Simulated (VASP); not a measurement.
# Ir in VASP: single point with PBE

Aim: the single point of Ir with PBE.

All numbers are computed with VASP 6.6.1; they aren't measurements. Logs are shortened: lines on timing, memory, paths and dates and some standing lists are left out, and cuts for length are marked.

## 1. The cell of the first run

The cell holds a slab with vacuum, 6 atoms: a = 2.715 Å, b = 2.715 Å, c = 24.599 Å, α = 90.00°, β = 90.00°, γ = 90.00°.

## 2. Single point, PBE

INCAR

```
PREC     = Accurate       # precision mode
ENCUT    = 520            # plane-wave cutoff, eV
EDIFF    = 1E-6           # SCF threshold, eV
ISMEAR   = -1             # smearing method
SIGMA    = 0.05           # smearing width, eV
LREAL    = False          # projectors in reciprocal space
LASPH    = True           # aspherical terms in the spheres
NELM     = 100            # most SCF steps
ALGO     = Normal         # electronic algorithm
ISIF     = 2              # what is computed and relaxed
LWAVE    = False          # write WAVECAR
LCHARG   = False          # write CHGCAR
LDIPOL   = True         
IDIPOL   = 3            
DIPOL    = 0.5 0.5 0.500
GGA      = PE             # functional
NBANDS   = 36             # bands
```

KPOINTS

```
regular mesh
0
Gamma
  10 10 1
```

POSCAR

```
Ir
1.0
    2.7148657757      0.0000000000      0.0000000000
    0.0000000000      2.7148657757      0.0000000000
    0.0000000000      0.0000000000     24.5985000000
Ir
6
Direct
    0.5000000000      0.5000000000      0.3048966400
    0.0000000000      0.0000000000      0.3829379840
    0.5000000000      0.5000000000      0.4609793280
    0.0000000000      0.0000000000      0.5390206720
    0.5000000000      0.5000000000      0.6170620160
    0.0000000000      0.0000000000      0.6951033600
```

Potentials or basis: VASP PAW PBE potentials, release 64 (Ir).

Started as:

```
cat potpaw_PBE.64/Ir/POTCAR > POTCAR
mpirun -np 1 vasp_std > vasp.out
```

OUTCAR:

```text
PREC = Accurate
   ENCUT = 520
   EDIFF = 1E-6
   ISMEAR = -1
   LREAL = False
   LASPH = True
   NELM = 100
   ISIF = 2
   GGA = PE

 ion  position               nearest neighbor table
   1  0.500  0.500  0.305-   2 2.71   2 2.71   2 2.71   2 2.71
   2  0.000  0.000  0.383-   1 2.71   3 2.71   1 2.71   3 2.71   1 2.71   3 2.71   1 2.71   3 2.71

   3  0.500  0.500  0.461-   2 2.71   4 2.71   2 2.71   4 2.71   2 2.71   4 2.71   2 2.71   4 2.71

   4  0.000  0.000  0.539-   3 2.71   5 2.71   3 2.71   5 2.71   3 2.71   5 2.71   3 2.71   5 2.71

   5  0.500  0.500  0.617-   4 2.71   6 2.71   4 2.71   6 2.71   4 2.71   6 2.71   4 2.71   6 2.71

   6  0.000  0.000  0.695-   5 2.71   5 2.71   5 2.71   5 2.71

  LATTYP: Found a simple tetragonal cell.
 ALAT       =     2.7148657757
 C/A-ratio  =     9.0606689363

  Lattice vectors:

 A1 = (   2.7148657757,   0.0000000000,   0.0000000000)
 A2 = (   0.0000000000,   2.7148657757,   0.0000000000)
 A3 = (   0.0000000000,   0.0000000000,  24.5985000000)

Analysis of symmetry for initial positions (statically):
=====================================================================
 Subroutine PRICEL returns:
 Original cell was already a primitive cell.

 Routine SETGRP: Setting up the symmetry group for a
 simple tetragonal supercell.

 Subroutine GETGRP returns: Found 16 space group operations
 (whereof  8 operations were pure point group operations)
 out of a pool of 16 trial point group operations.

The static configuration has the point symmetry C_4v.
 The point group associated with its full space group is D_4h.

Analysis of symmetry for dynamics (positions and initial velocities):
=====================================================================
 Subroutine PRICEL returns:
 Original cell was already a primitive cell.

 Routine SETGRP: Setting up the symmetry group for a
 simple tetragonal supercell.

 Subroutine GETGRP returns: Found 16 space group operations
 (whereof  8 operations were pure point group operations)
 out of a pool of 16 trial point group operations.

The dynamic configuration has the point symmetry C_4v.
 The point group associated with its full space group is D_4h.

 Subroutine INISYM returns: Found 16 space group operations
 (whereof  8 operations are pure point group operations),
 and found     1 'primitive' translations

----------------------------------------------------------------------------------------

                                     Primitive cell

  volume of cell :     181.3032

  direct lattice vectors                    reciprocal lattice vectors
     2.714865776  0.000000000  0.000000000     0.368342335  0.000000000  0.000000000
     0.000000000  2.714865776  0.000000000     0.000000000  0.368342335  0.000000000
     0.000000000  0.000000000 24.598500000     0.000000000  0.000000000  0.040652885

  length of vectors
     2.714865776  2.714865776 24.598500000     0.368342335  0.368342335  0.040652885

  position of ions in fractional coordinates (direct lattice)
     0.500000000  0.500000000  0.304896640
     0.000000000  0.000000000  0.382937984
     0.500000000  0.500000000  0.460979328
     0.000000000  0.000000000  0.539020672
     0.500000000  0.500000000  0.617062016
     0.000000000  0.000000000  0.695103360

  ion indices of the primitive-cell ions
   primitive index   ion index
                 1           1
                 2           2
                 3           3
                 4           4
                 5           5
                 6           6

----------------------------------------------------------------------------------------

 KPOINTS: regular mesh

Automatic generation of k-mesh.
 Grid dimensions read from file:
 generate k-points for:   10   10    1

 Generating k-lattice:

  Cartesian coordinates                     Fractional coordinates (reciprocal lattice)
     0.036834234  0.000000000  0.000000000     0.100000000  0.000000000  0.000000000
     0.000000000  0.036834234  0.000000000     0.000000000  0.100000000  0.000000000
     0.000000000  0.000000000  0.040652885     0.000000000  0.000000000  1.000000000

  Length of vectors
     0.036834234  0.036834234  0.040652885

  Shift w.r.t. Gamma in fractional coordinates (k-lattice)
     0.000000000  0.000000000  0.000000000

 Subroutine IBZKPT returns following result:
 ===========================================

 Found     21 irreducible k-points:

 Following reciprocal coordinates:
            Coordinates               Weight
  0.000000  0.000000  0.000000      1.000000
  0.100000  0.000000  0.000000      4.000000
  0.200000  0.000000  0.000000      4.000000
  0.300000  0.000000  0.000000      4.000000
  0.400000  0.000000  0.000000      4.000000
  0.500000  0.000000  0.000000      2.000000
[... 13 lines left out ...]
  0.500000  0.400000  0.000000      4.000000
  0.500000  0.500000  0.000000      1.000000
   k-points           NKPTS =     21   k-points in BZ     NKDIM =     21   number of bands    NBANDS=     36
   number of dos      NEDOS =    301   number of ions     NIONS =      6
   total plane-waves  NPLWV =  76800
   dimension x,y,z NGX =    20 NGY =   20 NGZ =  192
   dimension x,y,z NGXF=    40 NGYF=   40 NGZF=  384
   ions per type =               6
   NGX,Y,Z   is equivalent  to a cutoff of  12.25, 12.25, 12.98 a.u.
   NGXF,Y,Z  is equivalent  to a cutoff of  24.49, 24.49, 25.95 a.u.
 SYSTEM =  unknown system
   PREC   = accura    normal or accurate (medium, high low for compatibility)
   ISTART =      0    job   : 0-new  1-cont  2-samecut
   ICHARG =      2    charge: 1-file 2-atom 10-const
   ISPIN  =      1    spin polarized calculation?
   LNONCOLLINEAR =      F non collinear calculations
   LSORBIT =      F    spin-orbit coupling
   LASPH  =      T    aspherical Exc in radial PAW
   ENCUT  =  520.0 eV  38.22 Ry    6.18 a.u.   5.05  5.05 45.74*2*pi/ulx,y,z
   NELM   =    100;   NELMIN=  2; NELMDL= -5     # of ELM steps
   EDIFF  = 0.1E-05   stopping-criterion for ELM
   LREAL  =      F    real-space projection
   EDIFFG = 0.1E-04   stopping-criterion for IOM
   NSW    =      0    number of steps for IOM
   IBRION =     -1    ionic relax: 0-MD 1-quasi-New 2-CG
   NFREE  =      0    steps in history (QN), initial steepest desc. (CG)
   ISIF   =      2    stress and relaxation
   ISYM   =      2    0-nonsym 1-usesym 2-fastsym
   POTIM  = 0.5000    time-step for ionic-motion
   TEBEG  =    0.0;   TEEND  =   0.0 temperature during run
   PSTRESS=    0.0 pullay stress
   NELECT =      54.0000    total number of electrons
   NUPDOWN=      -1.0000    fix difference up-down
   EMIN   =  10.00;   EMAX   =-10.00  energy-range for DOS
   EFERMI =   0.00;   METHOD = LEGACY
   ISMEAR =    -1;   SIGMA  =   0.05  broadening in eV -4-tet -1-fermi 0-gaus
   EFERMI_NEDOS =   21; number of points for ismear=-14 and -15
   IALGO  =     38    algorithm
   IMIX   =      4    mixing-type and parameters
     AMIX     =   0.40;   BMIX     =  1.00
     AMIX_MAG =   1.60;   BMIX_MAG =  1.00
  volume/ion in A,a.u.               =      30.22       203.92
  Fermi-wavevector in a.u.,A,eV,Ry     =   1.093296  2.066029 16.262982  1.195295
  Thomas-Fermi vector in A             =   2.229578
   LORBIT       =      0    0 simple, 1 ext, 2 COOP (PROOUT), +10 PAW based schemes
   GGA     = PE    functional components
   LHFCALC =     F    Hartree Fock is set to
   AEXX    =    0.0000 exact exchange contribution
   IVDW    =     0    specifies the selected vdW correction
   LEPSILON=     F    determine dielectric tensor
   LRPA    =     F    only Hartree local field effects (RPA)
 non-spin polarized calculation
  energy-cutoff  :      520.00
  volume of cell :      181.30
 maximum number of plane-waves:      4924
   NGX = 11   NGY = 11   NGZ = 91

 dipolmoment           0.000000      0.000000      0.000000 electrons x Angstroem

 number of electron      53.9999991 magnetization

 dipolmoment           0.000000      0.000000     -0.000000 electrons x Angstroem

 Free energy of the ion-electron system (eV)
  ---------------------------------------------------
  ext. energy  EPLUGINS =         0.00000000
  ---------------------------------------------------
  free energy    TOTEN  =       -50.47967289 eV

  energy without entropy =      -50.44498481  energy(sigma->0) =      -50.46232885

 E-fermi :   1.8582     XC(G=0):  -7.4348

 val. band max:        1.8200872757   @ k =   0.2000   0.1000   0.0000
 cond. band min:       1.9147105137   @ k =   0.4000   0.1000   0.0000
 fundamental gap:      0.0946232380
 Fermi energy:         1.8581837171

 k-point     1 :       0.0000    0.0000    0.0000
  band No.  band energies     occupation
      1      -8.8377      2.00000
      2      -7.7282      2.00000
      3      -6.3632      2.00000
      4      -5.8834      2.00000
      5      -5.2738      2.00000
      6      -5.0834      2.00000
[... 28 lines left out ...]
     35       3.1511      0.00000
     36       3.1511      0.00000

 k-point     2 :       0.1000    0.0000    0.0000
  band No.  band energies     occupation
      1      -8.5546      2.00000
      2      -7.4778      2.00000
      3      -6.1482      2.00000
      4      -5.6686      2.00000
      5      -5.0642      2.00000
      6      -4.8736      2.00000
[... 28 lines left out ...]
     35       3.1901      0.00000
     36       4.0049      0.00000

 k-point     3 :       0.2000    0.0000    0.0000
  band No.  band energies     occupation
      1      -7.7763      2.00000
      2      -6.8556      2.00000
      3      -5.7572      2.00000
      4      -5.2593      2.00000
      5      -4.5306      2.00000
      6      -4.5227      2.00000
[... 28 lines left out ...]
     35       3.5351      0.00000
     36       5.4971      0.00000
[... 625 lines left out ...]
 k-point    20 :       0.5000    0.4000    0.0000
  band No.  band energies     occupation
      1      -5.5511      2.00000
      2      -5.5511      2.00000
      3      -5.0730      2.00000
      4      -5.0730      2.00000
      5      -4.7118      2.00000
      6      -4.7118      2.00000
[... 28 lines left out ...]
     35       8.5363      0.00000
     36       8.5363      0.00000

 k-point    21 :       0.5000    0.5000    0.0000
  band No.  band energies     occupation
      1      -5.7212      2.00000
      2      -5.7212      2.00000
      3      -5.1702      2.00000
      4      -5.1702      2.00000
      5      -4.9323      2.00000
      6      -4.9323      2.00000
[... 28 lines left out ...]
     35       9.4037      0.00000
     36       9.4037      0.00000

------------------------ aborting loop because EDIFF is reached ----------------------------------------

 vacuum level on the upper side and lower side of the slab       (xc-potential included)        -0.323        -0.323

  FORCE on cell =-STRESS in cart. coord.  units (eV):
  Direction    XX          YY          ZZ          XY          YZ          ZX
  --------------------------------------------------------------------------------------
  -------------------------------------------------------------------------------------
  Total       -1.1002646     -1.1002646      0.3695267      0.0000000      0.0000000      0.0000000
  in kB       -9.7230470     -9.7230470      3.2655105      0.0000000      0.0000000      0.0000000
  external PRESSURE =      -5.3935278 kB  Pullay stress =       0.0000000 kB

 VOLUME and BASIS-vectors are now :
 -----------------------------------------------------------------------------
  energy-cutoff  :      520.00
  volume of cell :      181.30
      direct lattice vectors                 reciprocal lattice vectors
     2.714865776  0.000000000  0.000000000     0.368342335  0.000000000  0.000000000
     0.000000000  2.714865776  0.000000000     0.000000000  0.368342335  0.000000000
     0.000000000  0.000000000 24.598500000     0.000000000  0.000000000  0.040652885

 POSITION                                       TOTAL-FORCE (eV/Angst)
 -----------------------------------------------------------------------------------
      1.35743      1.35743      7.50000         0.000000      0.000000      0.615873
      0.00000      0.00000      9.41970         0.000000     -0.000000     -1.008447
      1.35743      1.35743     11.33940         0.000000      0.000000     -0.277665
      0.00000      0.00000     13.25910        -0.000000      0.000000      0.277665
      1.35743      1.35743     15.17880         0.000000      0.000000      1.008447
      0.00000      0.00000     17.09850         0.000000     -0.000000     -0.615873
 -----------------------------------------------------------------------------------
    total drift:                                0.000000     -0.000000     -0.000000

  FREE ENERGIE OF THE ION-ELECTRON SYSTEM (eV)
  ---------------------------------------------------
  free  energy   TOTEN  =       -50.4796728885 eV

  energy  without entropy=      -50.4449848097  energy(sigma->0) =      -50.46232885

 vacuum level on the upper side and lower side of the slab         7.105         7.105
```

Run time: 5.7 min. Hardware: 1 thread of Intel Xeon 8259CL, shared host; peak memory 0.32 GiB.

Results:

```
Free energy            : -50.4797 eV
Largest force          : 1.008 eV/Å
Band gap on the k mesh : zero (bands 27 and 28 overlap by 2.33 eV)
```

Forces on the atoms (eV/Å):
```
Ir   0.000  0.000  0.616
Ir   0.000  0.000 -1.008
Ir   0.000  0.000 -0.278
Ir   0.000  0.000  0.278
Ir   0.000  0.000  1.008
Ir   0.000  0.000 -0.616
```

Levels at points of the mesh, in eV from the Fermi level:
```
           k point  band 23  band 24  band 25  band 26  band 27  band 28  band 29  band 30
(0.00, 0.00, 0.00)    -1.16    -1.05    -0.65    -0.62    -0.62    -0.12     0.43     0.56
(0.50, 0.00, 0.00)    -0.63    -0.63    -0.39    -0.39     0.31     0.31     0.83     0.83
(0.50, 0.50, 0.00)     0.67     0.67     1.47     1.47     1.52     1.52     2.27     2.27
```

Caveat: spin-orbit coupling is left out, which moves the levels of the heavy elements.
